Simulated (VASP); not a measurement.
# Tl (Fd-3m) in VASP: further runs

Runs on Tl. Level: PBEsol. Tasks: single point.

Program: VASP 6.6.1. These are calculated values, not measurements. Logs are shortened: lines on timing, memory, paths and dates and some standing lists are left out, and cuts for length are marked.

### Step 1. The cell of the first run

Symmetry: Fd-3m, No. 227, cubic system. Conventional cell: a = 6.882 Å, b = 6.882 Å, c = 6.882 Å, α = 90.00°, β = 90.00°, γ = 90.00°. Within 3.9 Å of Tl (site symmetry -43m) lie 4 Tl at 2.98 Å.

### Step 2. Single point, PBEsol

File INCAR:

```
PREC = Accurate
ENCUT = 520
EDIFF = 1E-6
ISMEAR = -1
SIGMA = 0.1
LREAL = False
LASPH = True
NELM = 60
ALGO = Normal
ISIF = 2
LWAVE = False
LCHARG = False
GGA = PS
NBANDS = 20
```

File KPOINTS:

```
Automatic mesh
0
Gamma
  8 8 8
```

File POSCAR:

```
Tl
1.0
    0.0000000000      3.4407587710      3.4407587710
    3.4407587710      0.0000000000      3.4407587710
    3.4407587710      3.4407587710      0.0000000000
Tl
2
Direct
    0.1250000000      0.1250000000      0.1250000000
    0.8750000000      0.8750000000      0.8750000000
```

Potentials or basis: VASP PAW PBE potentials, release 64 (Tl_d).

Started as:

```bash
$ cat potpaw_PBE.64/Tl_d/POTCAR > POTCAR
$ mpirun -np 1 vasp_std > vasp.out
```

OUTCAR:

```text
PREC = Accurate
   ENCUT = 520
   EDIFF = 1E-6
   ISMEAR = -1
   LREAL = False
   LASPH = True
   NELM = 60
   ISIF = 2
   GGA = PS

 ion  position               nearest neighbor table
   1  0.125  0.125  0.125-   2 2.98   2 2.98   2 2.98   2 2.98
   2  0.875  0.875  0.875-   1 2.98   1 2.98   1 2.98   1 2.98

  LATTYP: Found a face centered cubic cell.
 ALAT       =     6.8815175420

  Lattice vectors:

 A1 = (   0.0000000000,   3.4407587710,   3.4407587710)
 A2 = (   3.4407587710,   0.0000000000,   3.4407587710)
 A3 = (   3.4407587710,   3.4407587710,   0.0000000000)

Analysis of symmetry for initial positions (statically):
[... 5 lines left out ...]
 face centered cubic supercell.

 Subroutine GETGRP returns: Found 48 space group operations
 (whereof 12 operations were pure point group operations)
 out of a pool of 48 trial point group operations.

The static configuration has the point symmetry D_3d.
 The point group associated with its full space group is O_h .

Analysis of symmetry for dynamics (positions and initial velocities):
[... 5 lines left out ...]
 face centered cubic supercell.

 Subroutine GETGRP returns: Found 48 space group operations
 (whereof 12 operations were pure point group operations)
 out of a pool of 48 trial point group operations.

The dynamic configuration has the point symmetry D_3d.
 The point group associated with its full space group is O_h .

 Subroutine INISYM returns: Found 48 space group operations
 (whereof 12 operations are pure point group operations),
 and found     1 'primitive' translations

----------------------------------------------------------------------------------------

                                     Primitive cell

  volume of cell :      81.4691

  direct lattice vectors                    reciprocal lattice vectors
     0.000000000  3.440758771  3.440758771    -0.145316784  0.145316784  0.145316784
     3.440758771  0.000000000  3.440758771     0.145316784 -0.145316784  0.145316784
     3.440758771  3.440758771  0.000000000     0.145316784  0.145316784 -0.145316784

  length of vectors
     4.865967719  4.865967719  4.865967719     0.251696054  0.251696054  0.251696054

  position of ions in fractional coordinates (direct lattice)
     0.125000000  0.125000000  0.125000000
     0.875000000  0.875000000  0.875000000

  ion indices of the primitive-cell ions
   primitive index   ion index
                 1           1
                 2           2

----------------------------------------------------------------------------------------

 KPOINTS: Automatic mesh

Automatic generation of k-mesh.
 Grid dimensions read from file:
 generate k-points for:    8    8    8

 Generating k-lattice:

  Cartesian coordinates                     Fractional coordinates (reciprocal lattice)
    -0.018164598  0.018164598  0.018164598     0.125000000  0.000000000  0.000000000
     0.018164598 -0.018164598  0.018164598     0.000000000  0.125000000  0.000000000
     0.018164598  0.018164598 -0.018164598     0.000000000  0.000000000  0.125000000

  Length of vectors
     0.031462007  0.031462007  0.031462007

  Shift w.r.t. Gamma in fractional coordinates (k-lattice)
     0.000000000  0.000000000  0.000000000

 Subroutine IBZKPT returns following result:
 ===========================================

 Found     29 irreducible k-points:

 Following reciprocal coordinates:
            Coordinates               Weight
  0.000000  0.000000  0.000000      1.000000
  0.125000  0.000000  0.000000      8.000000
  0.250000  0.000000  0.000000      8.000000
  0.375000  0.000000  0.000000      8.000000
  0.500000  0.000000  0.000000      4.000000
  0.125000  0.125000  0.000000      6.000000
[... 16 lines left out ...]
  0.500000  0.250000  0.125000     48.000000
 -0.375000  0.250000  0.125000     24.000000
 [... further k-points ...]
   k-points           NKPTS =     29   k-points in BZ     NKDIM =     29   number of bands    NBANDS=     20
   number of dos      NEDOS =    301   number of ions     NIONS =      2
   total plane-waves  NPLWV =  46656
   dimension x,y,z NGX =    36 NGY =   36 NGZ =   36
   dimension x,y,z NGXF=    72 NGYF=   72 NGZF=   72
   ions per type =               2
   NGX,Y,Z   is equivalent  to a cutoff of  12.30, 12.30, 12.30 a.u.
   NGXF,Y,Z  is equivalent  to a cutoff of  24.60, 24.60, 24.60 a.u.
 SYSTEM =  unknown system
   PREC   = accura    normal or accurate (medium, high low for compatibility)
   ISTART =      0    job   : 0-new  1-cont  2-samecut
   ICHARG =      2    charge: 1-file 2-atom 10-const
   ISPIN  =      1    spin polarized calculation?
   LNONCOLLINEAR =      F non collinear calculations
   LSORBIT =      F    spin-orbit coupling
   LASPH  =      T    aspherical Exc in radial PAW
   ENCUT  =  520.0 eV  38.22 Ry    6.18 a.u.   9.05  9.05  9.05*2*pi/ulx,y,z
   NELM   =     60;   NELMIN=  2; NELMDL= -5     # of ELM steps
   EDIFF  = 0.1E-05   stopping-criterion for ELM
   LREAL  =      F    real-space projection
   EDIFFG = 0.1E-04   stopping-criterion for IOM
   NSW    =      0    number of steps for IOM
   IBRION =     -1    ionic relax: 0-MD 1-quasi-New 2-CG
   NFREE  =      0    steps in history (QN), initial steepest desc. (CG)
   ISIF   =      2    stress and relaxation
   ISYM   =      2    0-nonsym 1-usesym 2-fastsym
   POTIM  = 0.5000    time-step for ionic-motion
   TEBEG  =    0.0;   TEEND  =   0.0 temperature during run
   PSTRESS=    0.0 pullay stress
   NELECT =      26.0000    total number of electrons
   NUPDOWN=      -1.0000    fix difference up-down
   EMIN   =  10.00;   EMAX   =-10.00  energy-range for DOS
   EFERMI =   0.00;   METHOD = LEGACY
   ISMEAR =    -1;   SIGMA  =   0.10  broadening in eV -4-tet -1-fermi 0-gaus
   EFERMI_NEDOS =   21; number of points for ismear=-14 and -15
   IALGO  =     38    algorithm
   IMIX   =      4    mixing-type and parameters
     AMIX     =   0.40;   BMIX     =  1.00
     AMIX_MAG =   1.60;   BMIX_MAG =  1.00
  volume/ion in A,a.u.               =      40.73       274.89
  Fermi-wavevector in a.u.,A,eV,Ry     =   1.118755  2.114141 17.029231  1.251613
  Thomas-Fermi vector in A             =   2.255389
   LORBIT       =      0    0 simple, 1 ext, 2 COOP (PROOUT), +10 PAW based schemes
   GGA     = PS    functional components
   LHFCALC =     F    Hartree Fock is set to
   AEXX    =    0.0000 exact exchange contribution
   IVDW    =     0    specifies the selected vdW correction
   LEPSILON=     F    determine dielectric tensor
   LRPA    =     F    only Hartree local field effects (RPA)
 non-spin polarized calculation
  energy-cutoff  :      520.00
  volume of cell :       81.47
 maximum number of plane-waves:      2209
   NGX = 19   NGY = 19   NGZ = 19

 number of electron      25.9999993 magnetization

 Free energy of the ion-electron system (eV)
  ---------------------------------------------------
  ext. energy  EPLUGINS =         0.00000000
  ---------------------------------------------------
  free energy    TOTEN  =        -4.39698682 eV

  energy without entropy =       -4.33893786  energy(sigma->0) =       -4.36796234

 E-fermi :   3.1262     XC(G=0):  -8.4399

 val. band max:        3.0442863231   @ k =   0.3750   0.3750   0.0000
 cond. band min:       3.1425159382   @ k =  -0.2500   0.3750   0.1250
 fundamental gap:      0.0982296151
 Fermi energy:         3.1262249155

 k-point     1 :       0.0000    0.0000    0.0000
  band No.  band energies     occupation
      1      -8.6909      2.00000
      2      -8.6909      2.00000
      3      -8.6909      2.00000
      4      -8.6036      2.00000
      5      -8.6036      2.00000
      6      -7.9769      2.00000
[... 12 lines left out ...]
     19       8.1662      0.00000
     20      11.8881      0.00000

 k-point     2 :       0.1250    0.0000    0.0000
  band No.  band energies     occupation
      1      -8.7165      2.00000
      2      -8.7165      2.00000
      3      -8.6889      2.00000
      4      -8.5665      2.00000
      5      -8.5665      2.00000
      6      -8.0020      2.00000
[... 12 lines left out ...]
     19       9.3844      0.00000
     20      11.3574      0.00000

 k-point     3 :       0.2500    0.0000    0.0000
  band No.  band energies     occupation
      1      -8.7435      2.00000
      2      -8.7435      2.00000
      3      -8.6841      2.00000
      4      -8.5154      2.00000
      5      -8.5154      2.00000
      6      -8.0587      2.00000
[... 12 lines left out ...]
     19       9.8579      0.00000
     20      11.4130      0.00000

 k-point     4 :       0.3750    0.0000    0.0000
  band No.  band energies     occupation
      1      -8.7534      2.00000
      2      -8.7534      2.00000
      3      -8.6793      2.00000
      4      -8.4888      2.00000
      5      -8.4888      2.00000
      6      -8.1113      2.00000
[... 12 lines left out ...]
     19      10.5007      0.00000
     20      12.1363      0.00000

 k-point     5 :       0.5000    0.0000    0.0000
  band No.  band energies     occupation
      1      -8.7545      2.00000
      2      -8.7545      2.00000
      3      -8.6772      2.00000
      4      -8.4835      2.00000
      5      -8.4835      2.00000
      6      -8.1322      2.00000
[... 12 lines left out ...]
     19      12.4243      0.00000
     20      12.6823      0.00000

 k-point     6 :       0.1250    0.1250    0.0000
  band No.  band energies     occupation
      1      -8.7268      2.00000
      2      -8.7051      2.00000
      3      -8.7051      2.00000
      4      -8.5757      2.00000
      5      -8.5290      2.00000
      6      -8.0892      2.00000
[... 12 lines left out ...]
     19       9.5147      0.00000
     20      10.4028      0.00000

 k-point     7 :       0.2500    0.1250    0.0000
  band No.  band energies     occupation
      1      -8.7569      2.00000
      2      -8.7267      2.00000
      3      -8.6983      2.00000
      4      -8.5325      2.00000
      5      -8.4701      2.00000
      6      -8.1626      2.00000
[... 12 lines left out ...]
     19      10.1828      0.00000
     20      10.9850      0.00000
[... 277 lines left out ...]
 k-point    20 :      -0.3750    0.3750    0.0000
  band No.  band energies     occupation
      1      -8.8326      2.00000
      2      -8.7821      2.00000
      3      -8.5927      2.00000
      4      -8.4274      2.00000
      5      -8.2783      2.00000
      6      -8.2720      2.00000
[... 12 lines left out ...]
     19      11.1640      0.00000
     20      12.6085      0.00000

 k-point    21 :       0.5000    0.5000    0.0000
  band No.  band energies     occupation
      1      -8.7754      2.00000
      2      -8.7754      2.00000
      3      -8.6070      2.00000
      4      -8.6070      2.00000
      5      -8.2383      2.00000
      6      -8.2383      2.00000
[... 12 lines left out ...]
     19      13.0957      0.00000
     20      13.0957      0.00000

 k-point    22 :       0.3750    0.2500    0.1250
  band No.  band energies     occupation
      1      -8.7766      2.00000
      2      -8.7599      2.00000
      3      -8.6699      2.00000
      4      -8.4935      2.00000
      5      -8.4071      2.00000
      6      -8.2382      2.00000
[... 12 lines left out ...]
     19      11.1894      0.00000
     20      11.7298      0.00000

 k-point    23 :       0.5000    0.2500    0.1250
  band No.  band energies     occupation
      1      -8.8034      2.00000
      2      -8.7810      2.00000
      3      -8.6218      2.00000
      4      -8.4509      2.00000
      5      -8.3707      2.00000
      6      -8.2700      2.00000
[... 12 lines left out ...]
     19      11.7984      0.00000
     20      12.0674      0.00000

 k-point    24 :      -0.3750    0.2500    0.1250
  band No.  band energies     occupation
      1      -8.8177      2.00000
      2      -8.7836      2.00000
      3      -8.5998      2.00000
      4      -8.4201      2.00000
      5      -8.3767      2.00000
      6      -8.2695      2.00000
[... 12 lines left out ...]
     19      11.1490      0.00000
     20      12.1099      0.00000

 [... further k-points ...]
[... 5 lines left out ...]
  --------------------------------------------------------------------------------------
  -------------------------------------------------------------------------------------
  Total       -0.0130610     -0.0130610     -0.0130610      0.0000000      0.0000000     -0.0000000
  in kB       -0.2568592     -0.2568592     -0.2568592      0.0000000      0.0000000     -0.0000000
  external PRESSURE =      -0.2568592 kB  Pullay stress =       0.0000000 kB

 VOLUME and BASIS-vectors are now :
 -----------------------------------------------------------------------------
  energy-cutoff  :      520.00
  volume of cell :       81.47
      direct lattice vectors                 reciprocal lattice vectors
     0.000000000  3.440758771  3.440758771    -0.145316784  0.145316784  0.145316784
     3.440758771  0.000000000  3.440758771     0.145316784 -0.145316784  0.145316784
     3.440758771  3.440758771  0.000000000     0.145316784  0.145316784 -0.145316784

 POSITION                                       TOTAL-FORCE (eV/Angst)
 -----------------------------------------------------------------------------------
      0.86019      0.86019      0.86019         0.000000     -0.000000      0.000000
      6.02133      6.02133      6.02133        -0.000000      0.000000     -0.000000
 -----------------------------------------------------------------------------------
    total drift:                                0.000000      0.000000      0.000000

  FREE ENERGIE OF THE ION-ELECTRON SYSTEM (eV)
  ---------------------------------------------------
  free  energy   TOTEN  =        -4.3969868209 eV

  energy  without entropy=       -4.3389378592  energy(sigma->0) =       -4.36796234
```

Wall time 86 s (1 thread of AMD EPYC 7R13 (Zen 3), shared host); peak memory 0.18 GiB.

Results:

| Property | Result |
| --- | --- |
| Free energy | -4.3970 eV |
| Pressure | 0.0 GPa |
| Band gap on the k mesh | zero (band 13 reaches 5.61 eV, above the bottom of band 14 at 2.21 eV) |

Caveat: the PAW data sets were made with another functional, which shifts forces and pressure a little; spin-orbit coupling is left out, which moves the levels of the heavy elements.

### Step 3. Single point, PBEsol (volume scaled by 0.88)

File INCAR:

```
ALGO = Normal
EDIFF = 1E-6
ENCUT = 520
GGA = PS
ISIF = 2
ISMEAR = -1
LASPH = True
LCHARG = False
LREAL = False
LWAVE = False
NBANDS = 20
NELM = 80
PREC = Accurate
SIGMA = 0.1
```

File KPOINTS:

```
k-points
0
Gamma
  9 9 9
```

File POSCAR:

```
Tl
1.0
    0.0000000000      3.2972239797      3.2972239797
    3.2972239797      0.0000000000      3.2972239797
    3.2972239797      3.2972239797      0.0000000000
Tl
2
Direct
    0.1250000000      0.1250000000      0.1250000000
    0.8750000000      0.8750000000      0.8750000000
```

Potentials or basis: VASP PAW PBE potentials, release 64 (Tl_d).

Started as:

```bash
$ cat potpaw_PBE.64/Tl_d/POTCAR > POTCAR
$ mpirun -np 1 vasp_std > vasp.out
```

Run time: 61 s. Hardware: 1 thread of AMD EPYC 7R13 (Zen 3), shared host; peak memory 0.18 GiB.

Results (log left out):

| Quantity | Value |
| --- | --- |
| Free energy | -4.3022 eV |
| Pressure | 3.4 GPa |
| Band gap on the k mesh | zero (band 13 reaches 6.98 eV, above the bottom of band 14 at 3.33 eV) |

Levels at points of the mesh, in eV from the Fermi level:
```csv
k point,band 11,band 12,band 13,band 14,band 15,band 16
"(0.00, 0.00, 0.00)",-9.60,0.23,2.88,2.88,2.88,4.55
```

Caveat: the PAW data sets were made with another functional, which shifts forces and pressure a little; spin-orbit coupling is left out, which moves the levels of the heavy elements.
